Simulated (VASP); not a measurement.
Here is a VASP 6.6.1 calculation.

File INCAR:

```
SYSTEM = MnO
  PREC = Accurate
  ENCUT = 520
  EDIFF = 1E-6
  ISMEAR = -1
  SIGMA = 0.05
  LREAL = .False.
  LASPH = .True.
  NELM = 150
  ALGO = Normal
  ISIF = 2
  LWAVE = .False.
  LCHARG = .False.
  ISPIN = 2
  MAGMOM = 4 0
  LORBIT = 11
  LMAXMIX = 4
  GGA = RE
  NBANDS = 20
```

KPOINTS

```
Automatic mesh
0
Gamma
  10 10 10
  0 0 0
```

POSCAR

```
MnO
1.0
    0.0000000000      2.2089816980      2.2089816980
    2.2089816980      0.0000000000      2.2089816980
    2.2089816980      2.2089816980      0.0000000000
Mn O
1 1
Direct
    0.0000000000      0.0000000000      0.0000000000
    0.5000000000      0.5000000000      0.5000000000
```

Potentials or basis: VASP PAW PBE potentials, release 64 (Mn_pv, O).

Launch:

```console
$ cat potpaw_PBE.64/Mn_pv/POTCAR potpaw_PBE.64/O/POTCAR > POTCAR
$ mpirun -np 1 vasp_std > vasp.out
```

Task: What does it give for the net moment?

Result: 4.79 μB per cell.

Task: What does it give for the site moments?

Result: Mn +4.35; O +0.20 μB.

Task: Estimate the pressure.

Result: 7.4 GPa.

Caveat: the cell stands under pressure; the PAW data sets were made with another functional, which shifts forces and pressure a little; a cell with one magnetic atom can't hold antiferromagnetic order, which such compounds often take.
